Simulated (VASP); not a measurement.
Set up this calculation in VASP 6.6.1, as the native input.

| Item | Value |
| --- | --- |
| Task | density of states |
| Functional | PBE |
| Potentials or basis | VASP PAW PBE potentials, release 64 (Si, Sn_d) |
| Cutoff | 520 eV |
| k mesh | 14 × 14 × 8 |
| Occupations | gaussian, width 0.1 eV |
| Spin | no spin polarisation |
| Dipole correction | no |
| k mesh for the DOS | 21 × 21 × 12 |
| Occupations for the DOS | tetrahedron |
| Further INCAR settings | ALGO = Normal; EDIFF = 1e-06 |

The system is Si3Sn.

```
CELL_PARAMETERS angstrom
3.28402 0.00000 0.00000
0.00000 3.28402 0.00000
0.00000 0.00000 6.77703
ATOMIC_POSITIONS crystal
Si 0.00000 0.00000 0.00000
Si 0.50000 0.50000 0.18617
Si 0.50000 0.50000 0.81383
Sn 0.00000 0.00000 0.50000
```

One way to write it, as run:

POSCAR

```
Si3Sn
1.0
    3.2840229575      0.0000000000      0.0000000000
    0.0000000000      3.2840229575      0.0000000000
    0.0000000000      0.0000000000      6.7770334865
Si Sn
3 1
Direct
    0.0000000000      0.0000000000      0.0000000000
    0.5000000000      0.5000000000      0.1861734216
    0.5000000000      0.5000000000      0.8138265784
    0.0000000000      0.0000000000      0.5000000000
```

INCAR.step1

```
ALGO = Normal ; EDIFF = 1E-6
ENCUT = 520 ; GGA = PE
ISIF = 2 ; ISMEAR = 0
LASPH = T ; LCHARG = T
LREAL = F ; LWAVE = F
NBANDS = 21 ; NELM = 100
PREC = Accurate ; SIGMA = 0.1
```

KPOINTS.step1

```
k-points
0
Gamma
  14 14 8
```

INCAR.step2

```
ALGO = Normal ; EDIFF = 1E-6
ENCUT = 520 ; GGA = PE
ICHARG = 11 ; ISIF = 2
ISMEAR = -5 ; LASPH = T
LCHARG = F ; LORBIT = 11
LREAL = F ; LWAVE = F
NEDOS = 2001 ; NELM = 100
PREC = Accurate ; SIGMA = 0.1
```

KPOINTS.step2

```
k-points
0
Gamma
  21 21 12
```

Potentials or basis: VASP PAW PBE potentials, release 64 (Si, Sn_d).

Launch:

```console
$ cat potpaw_PBE.64/Si/POTCAR potpaw_PBE.64/Sn_d/POTCAR > POTCAR
$ cp INCAR.step1 INCAR
$ cp KPOINTS.step1 KPOINTS
$ mpirun -np 1 vasp_std > vasp.out
$ cp INCAR.step2 INCAR
$ cp KPOINTS.step2 KPOINTS
$ mpirun -np 1 vasp_std > vasp.out
```

Results of the run:

```yaml
Valence_electrons_inside_the_program's_atomic_spheres: Si 1.57, 1.56; Sn 12.14
```

Caveat: the bands computed are all filled at some k points, so no gap is given; spin-orbit coupling is left out, which moves the levels of the heavy elements.

Wall time 3.6 min on 1 thread of AMD EPYC 9R45 96-Core Processor (Zen 5), on a shared host, peak memory 0.58 GiB.
